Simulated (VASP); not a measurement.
The system is MgSnO4.

```xyz
6
Lattice="4.4513 0.0000 0.0000 -2.2256 3.8549 0.0000 0.0000 0.0000 4.8064" Properties=species:S:1:pos:R:3 pbc="T T T"
Mg    0.0000    0.0000    0.0000
Sn    0.0000    0.0000    2.4032
O     0.0000    2.5700    2.4032
O     2.2256    1.2850    2.4032
O     0.0000    2.5700    0.0000
O     2.2256    1.2850    0.0000
```

The cell was generated, and may not be a known phase.

```yaml
Program: VASP 6.6.1
Task: relaxation of cell and atoms
Functional: PBE
Potentials_or_basis: VASP PAW PBE potentials, release 64 (Mg, Sn_d, O)
Cutoff: 600 eV
k_mesh: 6 × 6 × 4
Occupations: gaussian, width 0.1 eV
Spin: no spin polarisation
```

At the start: pressure -6.3 GPa; volume 13.75 Å³/atom.

Question: Where does the relaxation end?

Answer: Over 10 steps the energy falls by 923.4 meV/atom and the volume is 13.54 Å³/atom (-1.5 %); space group P6/mmm (No. 191, to 0.1 Å) before and after.

Step by step:
```csv
step,energy change (eV),largest force (eV/Å),pressure (GPa),volume (Å³)
1,0.0000,0.0000,-6.27,82.48
2,-2.6362,0.0000,-4.73,75.56
3,-3.4648,0.0000,47.27,62.30
4,-4.3309,0.0000,7.91,69.48
5,-4.3889,0.0000,25.94,65.26
6,-4.5212,0.0000,17.91,66.83
7,-5.3440,0.0000,10.55,76.21
8,-5.3449,0.0000,10.71,75.95
9,-5.3158,0.0000,-8.68,87.61
10,-5.5403,0.0000,-0.25,81.22
```

Final structure:
```xyz
6
Lattice="3.7814 0.0000 0.0000 -1.8907 3.2748 0.0000 0.0000 0.0000 6.5588" Properties=species:S:1:pos:R:3 pbc="T T T"
Mg    0.0000    0.0000    0.0000
Sn    0.0000    0.0000    3.2794
O     0.0000    2.1832    3.2794
O     1.8907    1.0916    3.2794
O     0.0000    2.1832    0.0000
O     1.8907    1.0916    0.0000
```

Caveat: a cell axis changed by over 15 % at a fixed basis, so the end point is rough.
